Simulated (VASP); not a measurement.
HfSi2B4, 7 atoms in the cell. The structure is orthorhombic, space group Pmmm (No. 47). Conventional cell: a = 3.178 Å, b = 4.618 Å, c = 5.252 Å, α = 90.00°, β = 90.00°, γ = 90.00°. Within 3.3 Å of Hf (site symmetry mmm) lie 8 B at 2.52 Å and 4 Si at 2.66 Å and 2 Hf at 3.18 Å. Si (site symmetry mm2) has 4 B at 2.18 Å and 2 Si at 2.61 to 2.65 Å and 2 Hf at 2.66 Å within 2.9 Å. B (site symmetry m) has 2 B at 1.76 Å and 2 Si at 2.18 Å within 2.3 Å. The cell was built from a structure type or drawn by symmetry, and may not be a known phase.

```yaml
Program: VASP 6.6.1
Task: single point
Functional: PBE
Potentials_or_basis: VASP PAW PBE potentials, release 64 (Hf_pv, Si, B)
Cutoff: 520 eV
k_mesh: 5 × 4 × 3
Occupations: gaussian, width 0.2 eV
Spin: no spin polarisation
Dipole_correction: no
Further_INCAR_settings: ALGO = Normal; EDIFF = 1e-06; NBANDS = 24
```

Potentials or basis: VASP PAW PBE potentials, release 64 (Hf_pv, Si, B).

Command:

```sh
$ cat potpaw_PBE.64/Hf_pv/POTCAR potpaw_PBE.64/Si/POTCAR potpaw_PBE.64/B/POTCAR > POTCAR
$ mpirun -np 1 vasp_std > vasp.out
```

Hardware: 1 thread of AMD EPYC 7R43 64-Core Processor (Zen 3), on a shared host.

Q: Estimate the wall time of this run.

A: Wall time 31 s on 1 thread of AMD EPYC 7R43 64-Core Processor (Zen 3), on a shared host, peak memory 0.16 GiB. Counts: scf iterations 13, k points 18.
